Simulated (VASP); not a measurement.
# P (Cmce) in VASP: single point with r2SCAN

Aim: the single point of P with r2SCAN.

Everything below comes from runs of VASP 6.6.1. Logs are shortened: lines on timing, memory, paths and dates and some standing lists are left out, and cuts for length are marked.

## Step 1: The cell of the first run

It takes space group Cmce (No. 64, orthorhombic). The conventional cell has a = 3.316 Å, b = 10.484 Å, c = 4.379 Å, α = 90.00°, β = 90.00°, γ = 90.00°. P (site symmetry m) has 3 P at 2.22 to 2.24 Å within 2.9 Å.

## Step 2: Single point, r2SCAN

File POSCAR:

```
P
1.0
    1.6582000000     -5.2420000000      0.0000000000
    1.6582000000      5.2420000000      0.0000000000
    0.0000000000      0.0000000000      4.3793000000
P
4
Direct
    0.8983800000      0.1016200000      0.0806800000
    0.6016200000      0.3983800000      0.5806800000
    0.1016200000      0.8983800000      0.9193200000
    0.3983800000      0.6016200000      0.4193200000
```

File INCAR.step1:

```
  PREC = Accurate
  ENCUT = 520
  ISMEAR = 0
  SIGMA = 0.01
  LREAL = F
  LASPH = T
  NELM = 100
  NBANDS = 18
  GGA = PE
  ALGO = Normal
  EDIFF = 1E-4
  LWAVE = T
  LCHARG = F
```

File INCAR.step2:

```
  PREC = Accurate
  ENCUT = 520
  EDIFF = 1E-6
  ISMEAR = 0
  SIGMA = 0.01
  LREAL = F
  LASPH = T
  NELM = 100
  ALGO = Normal
  ISIF = 2
  LWAVE = F
  LCHARG = T
  METAGGA = R2SCAN
  LMIXTAU = T
  LELF = T
  LVHAR = T
  NBANDS = 18
  ISTART = 1
```

File KPOINTS:

```
Automatic mesh
0
Gamma
  6 6 4
```

Potentials or basis: VASP PAW PBE potentials, release 64 (P).

Launch:

```console
$ cat potpaw_PBE.64/P/POTCAR > POTCAR
$ cp INCAR.step1 INCAR
$ mpirun -np 1 vasp_std > vasp.out
$ cp INCAR.step2 INCAR
$ mpirun -np 1 vasp_std > vasp.out
```

OUTCAR:

```text
PREC = Accurate
   ENCUT = 520
   EDIFF = 1E-6
   ISMEAR = 0
   LREAL = F
   LASPH = T
   NELM = 100
   ISIF = 2
   METAGGA = R2SCAN
   ISTART = 1

 ion  position               nearest neighbor table
   1  0.898  0.102  0.081-   4 2.22   4 2.22   3 2.24
   2  0.602  0.398  0.581-   3 2.22   3 2.22   4 2.24
   3  0.102  0.898  0.919-   2 2.22   2 2.22   1 2.24
   4  0.398  0.602  0.419-   1 2.22   1 2.22   2 2.24

  LATTYP: Found a base centered orthorhombic cell.
 ALAT       =     3.3164000000
 B/A-ratio  =     3.1612591967
 C/A-ratio  =     1.3204981305

  Lattice vectors:

 A1 = (   1.6582000000,  -5.2420000000,   0.0000000000)
 A2 = (   1.6582000000,   5.2420000000,   0.0000000000)
 A3 = (   0.0000000000,   0.0000000000,   4.3793000000)

Analysis of symmetry for initial positions (statically):
=====================================================================
 Subroutine PRICEL returns:
 Original cell was already a primitive cell.

 Routine SETGRP: Setting up the symmetry group for a
 base centered orthorhombic supercell.

 Subroutine GETGRP returns: Found  8 space group operations
 (whereof  4 operations were pure point group operations)
 out of a pool of  8 trial point group operations.

The static configuration has the point symmetry C_2h.
 The point group associated with its full space group is D_2h.

Analysis of symmetry for dynamics (positions and initial velocities):
=====================================================================
 Subroutine PRICEL returns:
 Original cell was already a primitive cell.

 Routine SETGRP: Setting up the symmetry group for a
 base centered orthorhombic supercell.

 Subroutine GETGRP returns: Found  8 space group operations
 (whereof  4 operations were pure point group operations)
 out of a pool of  8 trial point group operations.

The dynamic configuration has the point symmetry C_2h.
 The point group associated with its full space group is D_2h.

 Subroutine INISYM returns: Found  8 space group operations
 (whereof  4 operations are pure point group operations),
 and found     1 'primitive' translations

----------------------------------------------------------------------------------------

                                     Primitive cell

  volume of cell :      76.1322

  direct lattice vectors                    reciprocal lattice vectors
     1.658200000 -5.242000000  0.000000000     0.301531781 -0.095383441  0.000000000
     1.658200000  5.242000000  0.000000000     0.301531781  0.095383441  0.000000000
     0.000000000  0.000000000  4.379300000     0.000000000  0.000000000  0.228346996

  length of vectors
     5.498017028  5.498017028  4.379300000     0.316258464  0.316258464  0.228346996

  position of ions in fractional coordinates (direct lattice)
     0.898380000  0.101620000  0.080680000
     0.601620000  0.398380000  0.580680000
     0.101620000  0.898380000  0.919320000
     0.398380000  0.601620000  0.419320000

  ion indices of the primitive-cell ions
   primitive index   ion index
                 1           1
                 2           2
                 3           3
                 4           4

----------------------------------------------------------------------------------------

 KPOINTS: Automatic mesh

Automatic generation of k-mesh.
 Grid dimensions read from file:
 generate k-points for:    6    6    4

 Generating k-lattice:

  Cartesian coordinates                     Fractional coordinates (reciprocal lattice)
     0.050255297 -0.015897240  0.000000000     0.166666667  0.000000000  0.000000000
     0.050255297  0.015897240  0.000000000     0.000000000  0.166666667  0.000000000
     0.000000000  0.000000000  0.057086749     0.000000000  0.000000000  0.250000000

  Length of vectors
     0.052709744  0.052709744  0.057086749

  Shift w.r.t. Gamma in fractional coordinates (k-lattice)
     0.000000000  0.000000000  0.000000000

 Subroutine IBZKPT returns following result:
 ===========================================

 Found     39 irreducible k-points:

 Following reciprocal coordinates:
            Coordinates               Weight
  0.000000  0.000000  0.000000      1.000000
  0.166667  0.000000  0.000000      4.000000
  0.333333 -0.000000  0.000000      4.000000
  0.500000  0.000000  0.000000      2.000000
  0.166667  0.166667  0.000000      2.000000
  0.333333  0.166667  0.000000      4.000000
[... 16 lines left out ...]
  0.333333  0.333333  0.250000      4.000000
  0.500000  0.333333  0.250000      8.000000
 [... further k-points ...]
   k-points           NKPTS =     39   k-points in BZ     NKDIM =     39   number of bands    NBANDS=     18
   number of dos      NEDOS =    301   number of ions     NIONS =      4
   total plane-waves  NPLWV =  63504
   dimension x,y,z NGX =    42 NGY =   42 NGZ =   36
   dimension x,y,z NGXF=    84 NGYF=   84 NGZF=   72
   ions per type =               4
   NGX,Y,Z   is equivalent  to a cutoff of  12.70, 12.70, 13.67 a.u.
   NGXF,Y,Z  is equivalent  to a cutoff of  25.40, 25.40, 27.33 a.u.
 SYSTEM =  unknown system
   PREC   = accura    normal or accurate (medium, high low for compatibility)
   ISTART =      1    job   : 0-new  1-cont  2-samecut
   ICHARG =      0    charge: 1-file 2-atom 10-const
   ISPIN  =      1    spin polarized calculation?
   LNONCOLLINEAR =      F non collinear calculations
   LSORBIT =      F    spin-orbit coupling
   LASPH  =      T    aspherical Exc in radial PAW
   ENCUT  =  520.0 eV  38.22 Ry    6.18 a.u.  10.22 10.22  8.14*2*pi/ulx,y,z
   NELM   =    100;   NELMIN=  2; NELMDL=  0     # of ELM steps
   EDIFF  = 0.1E-05   stopping-criterion for ELM
   LREAL  =      F    real-space projection
   EDIFFG = 0.1E-04   stopping-criterion for IOM
   NSW    =      0    number of steps for IOM
   IBRION =     -1    ionic relax: 0-MD 1-quasi-New 2-CG
   NFREE  =      0    steps in history (QN), initial steepest desc. (CG)
   ISIF   =      2    stress and relaxation
   ISYM   =      2    0-nonsym 1-usesym 2-fastsym
   POTIM  = 0.5000    time-step for ionic-motion
   TEBEG  =    0.0;   TEEND  =   0.0 temperature during run
   PSTRESS=    0.0 pullay stress
   NELECT =      20.0000    total number of electrons
   NUPDOWN=      -1.0000    fix difference up-down
   EMIN   =  10.00;   EMAX   =-10.00  energy-range for DOS
   EFERMI =   0.00;   METHOD = LEGACY
   ISMEAR =     0;   SIGMA  =   0.01  broadening in eV -4-tet -1-fermi 0-gaus
   EFERMI_NEDOS =   21; number of points for ismear=-14 and -15
   IALGO  =     38    algorithm
   IMIX   =      4    mixing-type and parameters
     AMIX     =   0.40;   BMIX     =  1.00
     AMIX_MAG =   1.60;   BMIX_MAG =  1.00
  volume/ion in A,a.u.               =      19.03       128.44
  Fermi-wavevector in a.u.,A,eV,Ry     =   1.048484  1.981348 14.957149  1.099319
  Thomas-Fermi vector in A             =   2.183408
   LORBIT       =      0    0 simple, 1 ext, 2 COOP (PROOUT), +10 PAW based schemes
   METAGGA = R2SCAN    functional components
   LHFCALC =     F    Hartree Fock is set to
   AEXX    =    0.0000 exact exchange contribution
   IVDW    =     0    specifies the selected vdW correction
   LEPSILON=     F    determine dielectric tensor
   LRPA    =     F    only Hartree local field effects (RPA)
 non-spin polarized calculation
 Gauss-broadening in eV      SIGMA  =   0.01
  energy-cutoff  :      520.00
  volume of cell :       76.13
 maximum number of plane-waves:      2064
 NGX is ok and might be reduce to    42
   NGX = 21   NGY = 21   NGZ = 17

 number of electron      19.9999999 magnetization

 Free energy of the ion-electron system (eV)
  ---------------------------------------------------
  ext. energy  EPLUGINS =         0.00000000
  ---------------------------------------------------
  free energy    TOTEN  =       -35.86319059 eV

  energy without entropy =      -35.86319059  energy(sigma->0) =      -35.86319059

 E-fermi :   6.7493     XC(G=0): -10.2923

 val. band max:        6.6487879850   @ k =   0.5000   0.5000   0.0000
 cond. band min:       6.7999753536   @ k =   0.5000   0.5000   0.0000
 fundamental gap:      0.1511873686
 Fermi energy:         6.7493391307

 k-point     1 :       0.0000    0.0000    0.0000
  band No.  band energies     occupation
      1     -10.0986      2.00000
      2      -6.9109      2.00000
      3      -3.4850      2.00000
      4      -0.7565      2.00000
      5       1.3964      2.00000
      6       1.7437      2.00000
[... 10 lines left out ...]
     17      14.2279      0.00000
     18      14.3748      0.00000

 k-point     2 :       0.1667    0.0000    0.0000
  band No.  band energies     occupation
      1      -9.7389      2.00000
      2      -6.5910      2.00000
      3      -3.7563      2.00000
      4      -0.4220      2.00000
      5       0.6204      2.00000
      6       1.0351      2.00000
[... 10 lines left out ...]
     17      12.0354      0.00000
     18      14.0294      0.00000

 k-point     3 :       0.3333   -0.0000    0.0000
  band No.  band energies     occupation
      1      -8.6830      2.00000
      2      -5.6284      2.00000
      3      -5.0816      2.00000
      4      -1.8289      2.00000
      5       0.4292      2.00000
      6       0.4518      2.00000
[... 10 lines left out ...]
     17      13.8340      0.00000
     18      13.9168      0.00000

 k-point     4 :       0.5000    0.0000    0.0000
  band No.  band energies     occupation
      1      -7.0264      2.00000
      2      -7.0264      2.00000
      3      -4.0246      2.00000
      4      -4.0246      2.00000
      5       0.9251      2.00000
      6       0.9251      2.00000
[... 375 lines left out ...]
      4      -1.2505      2.00000
      5       0.9603      2.00000
      6       2.4642      2.00000
[... 10 lines left out ...]
     17      13.7400      0.00000
     18      14.2207      0.00000

 k-point    23 :       0.3333    0.3333    0.2500
  band No.  band energies     occupation
      1      -8.1902      2.00000
      2      -6.4586      2.00000
      3      -4.6568      2.00000
      4      -2.1213      2.00000
      5      -0.5752      2.00000
      6       0.5209      2.00000
[... 10 lines left out ...]
     17      13.1294      0.00000
     18      13.4101      0.00000

 k-point    24 :       0.5000    0.3333    0.2500
  band No.  band energies     occupation
      1      -9.1905      2.00000
      2      -7.3519      2.00000
      3      -3.9030      2.00000
      4      -1.5233      2.00000
      5       0.3780      2.00000
      6       1.7855      2.00000
[... 10 lines left out ...]
     17      12.2152      0.00000
     18      13.5179      0.00000

 [... further k-points ...]

------------------------ aborting loop because EDIFF is reached ----------------------------------------

  FORCE on cell =-STRESS in cart. coord.  units (eV):
  Direction    XX          YY          ZZ          XY          YZ          ZX
  --------------------------------------------------------------------------------------
  -------------------------------------------------------------------------------------
  Total        0.0872081      0.4880391     -0.0461205      0.0000000     -0.0000000      0.0000000
  in kB        1.8352647     10.2706179     -0.9705905      0.0000000     -0.0000000      0.0000000
  external PRESSURE =       3.7117641 kB  Pullay stress =       0.0000000 kB

 VOLUME and BASIS-vectors are now :
 -----------------------------------------------------------------------------
  energy-cutoff  :      520.00
  volume of cell :       76.13
      direct lattice vectors                 reciprocal lattice vectors
     1.658200000 -5.242000000  0.000000000     0.301531781 -0.095383441  0.000000000
     1.658200000  5.242000000  0.000000000     0.301531781  0.095383441  0.000000000
     0.000000000  0.000000000  4.379300000     0.000000000  0.000000000  0.228346996

 POSITION                                       TOTAL-FORCE (eV/Angst)
 -----------------------------------------------------------------------------------
      1.65820     -4.17662      0.35332         0.000000     -0.112245      0.263064
      1.65820     -1.06538      2.54297         0.000000      0.112245      0.263064
      1.65820      4.17662      4.02598         0.000000      0.112245     -0.263064
      1.65820      1.06538      1.83633         0.000000     -0.112245     -0.263064
 -----------------------------------------------------------------------------------
    total drift:                               -0.000000     -0.000000     -0.000000

  FREE ENERGIE OF THE ION-ELECTRON SYSTEM (eV)
  ---------------------------------------------------
  free  energy   TOTEN  =       -35.8631905900 eV

  energy  without entropy=      -35.8631905900  energy(sigma->0) =      -35.86319059
```

Wall time 4.1 min (1 thread of AMD EPYC 7R13 (Zen 3), shared host); peak memory 0.22 GiB.

What came out:

```yaml
Free_energy: -35.8632 eV
Pressure: 0.4 GPa
Largest_force: 0.286 eV/Å
Band_gap_on_the_k_mesh: 0.15 eV
```

Forces in eV/Å, atoms in the order of the input:
```
P    0.000 -0.112  0.263
P    0.000  0.112  0.263
P    0.000  0.112 -0.263
P    0.000 -0.112 -0.263
```

Caveat: the PAW data sets were made with another functional, which shifts forces and pressure a little.
